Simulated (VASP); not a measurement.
# TiC (Fm-3m) in VASP: notebook, part 3 of 3

VASP 6.6.1. Earlier steps stand in the parts before.

## (5) Electric field gradients, PBE

This run uses another cell than the first one, of 10.13 Å³/atom, 1.064 times its volume.

INCAR

```
SYSTEM = TiC
PREC = Accurate
ENCUT = 520
EDIFF = 1E-8
ISMEAR = -1
SIGMA = 0.03
LREAL = .FALSE.
LASPH = .TRUE.
NELM = 80
ALGO = Normal
ISIF = 2
LWAVE = .FALSE.
LCHARG = .FALSE.
GGA = PE
LEFG = .TRUE.
NBANDS = 15
```

KPOINTS

```
regular mesh
0
G
  16 16 16
  0 0 0
```

POSCAR

```
TiC
1.0
    0.0000000000      2.1640000000      2.1640000000
    2.1640000000      0.0000000000      2.1640000000
    2.1640000000      2.1640000000      0.0000000000
Ti C
1 1
Direct
    0.0000000000      0.0000000000      0.0000000000
    0.5000000000      0.5000000000      0.5000000000
```

Potentials or basis: VASP PAW PBE potentials, release 64 (Ti_sv, C).

The run is started by

```
> cat potpaw_PBE.64/Ti_sv/POTCAR potpaw_PBE.64/C/POTCAR > POTCAR
> mpirun -np 1 vasp_std > vasp.out
```

OUTCAR:

```text
SYSTEM = TiC
   PREC = Accurate
   ENCUT = 520
   EDIFF = 1E-8
   ISMEAR = -1
   LREAL = .FALSE.
   LASPH = .TRUE.
   NELM = 80
   ISIF = 2
   GGA = PE

 ion  position               nearest neighbor table
   1  0.000  0.000  0.000-   2 2.16   2 2.16   2 2.16   2 2.16   2 2.16   2 2.16
   2  0.500  0.500  0.500-   1 2.16   1 2.16   1 2.16   1 2.16   1 2.16   1 2.16

  LATTYP: Found a face centered cubic cell.
 ALAT       =     4.3280000000

  Lattice vectors:

 A1 = (   0.0000000000,   2.1640000000,   2.1640000000)
 A2 = (   2.1640000000,   0.0000000000,   2.1640000000)
 A3 = (   2.1640000000,   2.1640000000,   0.0000000000)

Analysis of symmetry for initial positions (statically):
=====================================================================
 Subroutine PRICEL returns:
 Original cell was already a primitive cell.

 Routine SETGRP: Setting up the symmetry group for a
 face centered cubic supercell.

 Subroutine GETGRP returns: Found 48 space group operations
 (whereof 48 operations were pure point group operations)
 out of a pool of 48 trial point group operations.

The static configuration has the point symmetry O_h .

Analysis of symmetry for dynamics (positions and initial velocities):
=====================================================================
 Subroutine PRICEL returns:
 Original cell was already a primitive cell.

 Routine SETGRP: Setting up the symmetry group for a
 face centered cubic supercell.

 Subroutine GETGRP returns: Found 48 space group operations
 (whereof 48 operations were pure point group operations)
 out of a pool of 48 trial point group operations.

[... 576 lines left out ...]
      7       9.4079      1.38359
      8       9.4144      1.28763
      9      10.2459      0.00000
     10      10.8230      0.00000
     11      11.7118      0.00000
     12      12.2717      0.00000
     13      13.1353      0.00000
     14      20.3646      0.00000
     15      23.5545      0.00000

 [... further k-points ...]

------------------------ aborting loop because EDIFF is reached ----------------------------------------

  FORCE on cell =-STRESS in cart. coord.  units (eV):
  Direction    XX          YY          ZZ          XY          YZ          ZX
  --------------------------------------------------------------------------------------
  -------------------------------------------------------------------------------------
  Total        0.1357707      0.1357707      0.1357707      0.0000000      0.0000000      0.0000000
  in kB       10.7328453     10.7328453     10.7328453      0.0000000      0.0000000      0.0000000
  external PRESSURE =      10.7328453 kB  Pullay stress =       0.0000000 kB

 VOLUME and BASIS-vectors are now :
 -----------------------------------------------------------------------------
  energy-cutoff  :      520.00
  volume of cell :       20.27
      direct lattice vectors                 reciprocal lattice vectors
     0.000000000  2.164000000  2.164000000    -0.231053604  0.231053604  0.231053604
     2.164000000  0.000000000  2.164000000     0.231053604 -0.231053604  0.231053604
     2.164000000  2.164000000  0.000000000     0.231053604  0.231053604 -0.231053604

 POSITION                                       TOTAL-FORCE (eV/Angst)
 -----------------------------------------------------------------------------------
      0.00000      0.00000      0.00000         0.000000      0.000000      0.000000
      2.16400      2.16400      2.16400        -0.000000     -0.000000     -0.000000
 -----------------------------------------------------------------------------------
    total drift:                                0.000000     -0.000000     -0.000000

  FREE ENERGIE OF THE ION-ELECTRON SYSTEM (eV)
  ---------------------------------------------------
  free  energy   TOTEN  =       -18.7087340421 eV

  energy  without entropy=      -18.7073852127  energy(sigma->0) =      -18.70805963

 Electric field gradients (V/A^2)
---------------------------------------------------------------------
 ion       V_xx      V_yy      V_zz      V_xy      V_xz      V_yz
---------------------------------------------------------------------
   1      -0.000     0.000     0.000     0.000     0.000     0.000
   2       0.000     0.000    -0.000     0.000     0.000     0.000
---------------------------------------------------------------------

 Electric field gradients after diagonalization (V/A^2)
 (convention: |V_zz| > |V_xx| > |V_yy|)
----------------------------------------------------------------------
 ion       V_xx      V_yy      V_zz     asymmetry (V_yy - V_xx)/ V_zz
----------------------------------------------------------------------
   1      -0.000    -0.000     0.001       0.000
   2      -0.000    -0.000     0.000       0.000
----------------------------------------------------------------------

           NMR quadrupolar parameters

 Cq : quadrupolar parameter    Cq=e*Q*V_zz/h
 eta: asymmetry parameters     (V_yy - V_xx)/ V_zz
 Q  : nuclear electric quadrupole moment in mb (millibarn)
----------------------------------------------------------------------
 ion       Cq(MHz)       eta       Q (mb)
----------------------------------------------------------------------
   1       0.000       0.000       1.000
   2       0.000       0.000       1.000
----------------------------------------------------------------------
```

stdout:

```text
POSCAR found type information on POSCAR TiC
 POSCAR found :  2 types and       2 ions
 scaLAPACK will be used
 LDA part: xc-table for (Slater+PW92), standard interpolation
 POSCAR, INCAR and KPOINTS ok, starting setup
 FFT: planning ... GRIDC
 FFT: planning ... GRID_SOFT
 FFT: planning ... GRID
 WAVECAR not read
 entering main loop
ion   1

ion   2
```

Wall time 29 s (1 thread of Intel Xeon 6975P-C (Granite Rapids), shared host); peak memory 0.17 GiB.

Results:

```
Free energy            : -18.7087 eV
Pressure               : 1.1 GPa
Band gap on the k mesh : zero (band 8 reaches 10.13 eV, above the bottom of band 9 at 9.04 eV)
```

Caveat: without QUAD_EFG the Cq values of the log hold for a quadrupole moment of 1 mb, not for the nuclei.

## (6) Electric field gradients, PBE (volume scaled by 1.01)

INCAR

```
ALGO = Normal
EDIFF = 1E-8
ENCUT = 520
GGA = PE
ISIF = 2
ISMEAR = -1
LASPH = True
LCHARG = False
LEFG = True
LREAL = False
LWAVE = False
NBANDS = 15
NELM = 60
PREC = Accurate
SIGMA = 0.03
```

KPOINTS

```
k-points
0
Gamma
  16 16 16
```

POSCAR

```
TiC
1.0
    0.0000000000      2.1711894216      2.1711894216
    2.1711894216      0.0000000000      2.1711894216
    2.1711894216      2.1711894216      0.0000000000
Ti C
1 1
Direct
    0.0000000000      0.0000000000      0.0000000000
    0.5000000000      0.5000000000      0.5000000000
```

Potentials or basis: VASP PAW PBE potentials, release 64 (Ti_sv, C).

The run is started by

```
> cat potpaw_PBE.64/Ti_sv/POTCAR potpaw_PBE.64/C/POTCAR > POTCAR
> mpirun -np 1 vasp_std > vasp.out
```

OUTCAR:

```text
EDIFF = 1E-8
   ENCUT = 520
   GGA = PE
   ISIF = 2
   ISMEAR = -1
   LASPH = True
   LREAL = False
   NELM = 60
   PREC = Accurate

 ion  position               nearest neighbor table
   1  0.000  0.000  0.000-   2 2.17   2 2.17   2 2.17   2 2.17   2 2.17   2 2.17
   2  0.500  0.500  0.500-   1 2.17   1 2.17   1 2.17   1 2.17   1 2.17   1 2.17

  LATTYP: Found a face centered cubic cell.
 ALAT       =     4.3423788432

  Lattice vectors:

 A1 = (   0.0000000000,   2.1711894216,   2.1711894216)
 A2 = (   2.1711894216,   0.0000000000,   2.1711894216)
 A3 = (   2.1711894216,   2.1711894216,   0.0000000000)

Analysis of symmetry for initial positions (statically):
=====================================================================
 Subroutine PRICEL returns:
 Original cell was already a primitive cell.

 Routine SETGRP: Setting up the symmetry group for a
 face centered cubic supercell.

[... 620 lines left out ...]
      direct lattice vectors                 reciprocal lattice vectors
     0.000000000  2.171189422  2.171189422    -0.230288521  0.230288521  0.230288521
     2.171189422  0.000000000  2.171189422     0.230288521 -0.230288521  0.230288521
     2.171189422  2.171189422  0.000000000     0.230288521  0.230288521 -0.230288521

 POSITION                                       TOTAL-FORCE (eV/Angst)
 -----------------------------------------------------------------------------------
      0.00000      0.00000      0.00000        -0.000000      0.000000      0.000000
      2.17119      2.17119      2.17119         0.000000     -0.000000     -0.000000
 -----------------------------------------------------------------------------------
    total drift:                                0.000000     -0.000000     -0.000000

  FREE ENERGIE OF THE ION-ELECTRON SYSTEM (eV)
  ---------------------------------------------------
  free  energy   TOTEN  =       -18.7086357527 eV

  energy  without entropy=      -18.7072745678  energy(sigma->0) =      -18.70795516

 Electric field gradients (V/A^2)
---------------------------------------------------------------------
 ion       V_xx      V_yy      V_zz      V_xy      V_xz      V_yz
---------------------------------------------------------------------
   1      -0.000    -0.000    -0.000     0.000     0.000     0.000
   2      -0.000     0.000     0.000     0.000     0.000     0.000
---------------------------------------------------------------------

 Electric field gradients after diagonalization (V/A^2)
 (convention: |V_zz| > |V_xx| > |V_yy|)
----------------------------------------------------------------------
 ion       V_xx      V_yy      V_zz     asymmetry (V_yy - V_xx)/ V_zz
----------------------------------------------------------------------
   1      -0.000    -0.000     0.000       0.000
   2      -0.000    -0.000     0.000       0.000
----------------------------------------------------------------------

           NMR quadrupolar parameters

 Cq : quadrupolar parameter    Cq=e*Q*V_zz/h
 eta: asymmetry parameters     (V_yy - V_xx)/ V_zz
 Q  : nuclear electric quadrupole moment in mb (millibarn)
----------------------------------------------------------------------
 ion       Cq(MHz)       eta       Q (mb)
----------------------------------------------------------------------
   1       0.000       0.000       1.000
   2       0.000       0.000       1.000
----------------------------------------------------------------------
```

OSZICAR:

```text
N       E                     dE             d eps       ncg     rms          rms(c)
DAV:   1     0.118450634411E+03    0.11845E+03   -0.79494E+03  4350   0.127E+03
DAV:   2    -0.165006204063E+02   -0.13495E+03   -0.12659E+03  4672   0.336E+02
DAV:   3    -0.240803535308E+02   -0.75797E+01   -0.74681E+01  5585   0.777E+01
DAV:   4    -0.243364648515E+02   -0.25611E+00   -0.25583E+00  5556   0.130E+01
DAV:   5    -0.243423077760E+02   -0.58429E-02   -0.58423E-02  5610   0.176E+00    0.181E+01
DAV:   6    -0.193520540233E+02    0.49903E+01   -0.11918E+01  6169   0.562E+01    0.700E+00
DAV:   7    -0.187474326169E+02    0.60462E+00   -0.22090E+00  5092   0.210E+01    0.485E+00
DAV:   8    -0.187247846122E+02    0.22648E-01   -0.10885E-01  4939   0.334E+00    0.350E+00
DAV:   9    -0.187123498681E+02    0.12435E-01   -0.10435E-01  5955   0.459E+00    0.747E-01
DAV:  10    -0.187110861079E+02    0.12638E-02   -0.12389E-02  5693   0.136E+00    0.658E-01
DAV:  11    -0.187088965657E+02    0.21895E-02   -0.28643E-03  5036   0.765E-01    0.227E-01
DAV:  12    -0.187086506998E+02    0.24587E-03   -0.44527E-04  6052   0.322E-01    0.457E-02
DAV:  13    -0.187086353189E+02    0.15381E-04   -0.59378E-05  5100   0.856E-02    0.612E-03
DAV:  14    -0.187086360129E+02   -0.69401E-06   -0.26017E-06  4980   0.147E-02    0.364E-03
DAV:  15    -0.187086357953E+02    0.21758E-06   -0.67852E-07  5085   0.140E-02    0.309E-03
DAV:  16    -0.187086357581E+02    0.37297E-07   -0.77444E-08  5113   0.461E-03    0.444E-04
DAV:  17    -0.187086357527E+02    0.53294E-08   -0.45296E-09  3257   0.119E-03
   1 F= -.18708636E+02 E0= -.18707955E+02  d E =-.136118E-02
```

It took 28 s on 1 thread of Intel Xeon 6975P-C (Granite Rapids), shared host; peak memory 0.17 GiB.

Results:

* Free energy: -18.7086 eV
* Pressure: -1.4 GPa
* Band gap on the k mesh: zero (band 8 reaches 10.01 eV, above the bottom of band 9 at 8.92 eV)

Caveat: the cell differs from its parent crystal (volume scaled by 1.01); without QUAD_EFG the Cq values of the log hold for a quadrupole moment of 1 mb, not for the nuclei.

## (7) Overview

```csv
cell,gap on the mesh (eV),pressure (GPa)
"a = 2.998 Å, angles 60.0°, 2 atoms",none,18.8
"a = 3.040 Å, angles 60.0°, 2 atoms",none,6.4
"a = 3.060 Å, angles 60.0°, 2 atoms",none,1.1
"a = 3.071 Å, angles 60.0°, 2 atoms",none,-1.4
```

Alike in all rows: task electric field gradients; level PBE; potentials or basis VASP PAW PBE potentials, release 64 (Ti_sv, C); no spin polarisation; k mesh 16 × 16 × 16; cutoff (eV) 520; smearing fermi-dirac 0.03 eV.

Absolute energies hang on the potentials; compare differences alone.
